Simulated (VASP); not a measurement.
Here is a VASP 6.6.1 calculation.

INCAR

```
PREC     = Accurate       # precision mode
ENCUT    = 520            # plane-wave cutoff, eV
EDIFF    = 1E-6           # SCF threshold, eV
ISMEAR   = -1             # smearing method
SIGMA    = 0.05           # smearing width, eV
LREAL    = F              # projectors in reciprocal space
LASPH    = T              # aspherical terms in the spheres
NELM     = 150            # most SCF steps
ALGO     = Normal         # electronic algorithm
ISIF     = 2              # what is computed and relaxed
LWAVE    = F              # write WAVECAR
LCHARG   = T              # write CHGCAR
ISPIN    = 2              # spin polarisation
MAGMOM   = 1.4            # initial moments
LORBIT   = 11             # projections on sites
NUPDOWN  = 1.4            # fixed moment
LMAXMIX  = 4              # l up to which the mixer works
GGA      = PE             # functional
LELF     = T              # ELF
LVHAR    = T            
NBANDS   = 17             # bands
```

File KPOINTS:

```
Automatic mesh
0
Gamma
  17 17 17
```

Contents of POSCAR:

```
Mo
1.0
   -1.5734150000      1.5734150000      1.5734150000
    1.5734150000     -1.5734150000      1.5734150000
    1.5734150000      1.5734150000     -1.5734150000
Mo
1
Direct
    0.0000000000      0.0000000000      0.0000000000
```

Potentials or basis: VASP PAW PBE potentials, release 64 (Mo_sv).

Run with:

```sh
$ cat potpaw_PBE.64/Mo_sv/POTCAR > POTCAR
$ mpirun -np 1 vasp_std > vasp.out
```

**Question.** What does it give for the pressure?

**Answer.** 15.7 GPa.

Caveat: the cell stands under pressure; the total moment is fixed, so each spin has its own Fermi level.
